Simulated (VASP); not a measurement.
Here is a VASP 6.6.1 calculation.

File INCAR:

```
SYSTEM = WSe
PREC = Accurate ; ENCUT = 520
EDIFF = 1E-6 ; ISMEAR = 0
SIGMA = 0.1 ; LREAL = .FALSE.
LASPH = .TRUE. ; NELM = 150
ALGO = Normal ; ISIF = 2
LWAVE = .FALSE. ; LCHARG = .FALSE.
ISPIN = 2 ; MAGMOM = 2.5 2.5 0 0
LORBIT = 11 ; LMAXMIX = 4
GGA = PS ; NBANDS = 32
```

Contents of KPOINTS:

```
regular mesh
0
G
  18 18 6
  0 0 0
```

Contents of POSCAR:

```
WSe
1.0
    3.2981538057      0.0000000000      0.0000000000
   -1.6490769028      2.8562849813      0.0000000000
    0.0000000000      0.0000000000      8.1154514233
W Se
2 2
Direct
    0.0000000000      0.0000000000      0.0000000000
    0.0000000000      0.0000000000      0.5000000000
    0.3333333333      0.6666666667      0.2500000000
    0.6666666667      0.3333333333      0.7500000000
```

Potentials or basis: VASP PAW PBE potentials, release 64 (W_sv, Se).

Launch:

```bash
$ cat potpaw_PBE.64/W_sv/POTCAR potpaw_PBE.64/Se/POTCAR > POTCAR
$ mpirun -np 1 vasp_std > vasp.out
```

(1) What does it give for the net moment?

(2) Predict the pressure.

(3) What does it give for the band gap on the k mesh?

Answers

(1) 0.00 μB per cell.

(2) -24.1 GPa.

(3) zero (filled and empty bands overlap).

Caveat: the cell stands under tension; the PAW data sets were made with another functional, which shifts forces and pressure a little; spin-orbit coupling is left out, which moves the levels of the heavy elements.
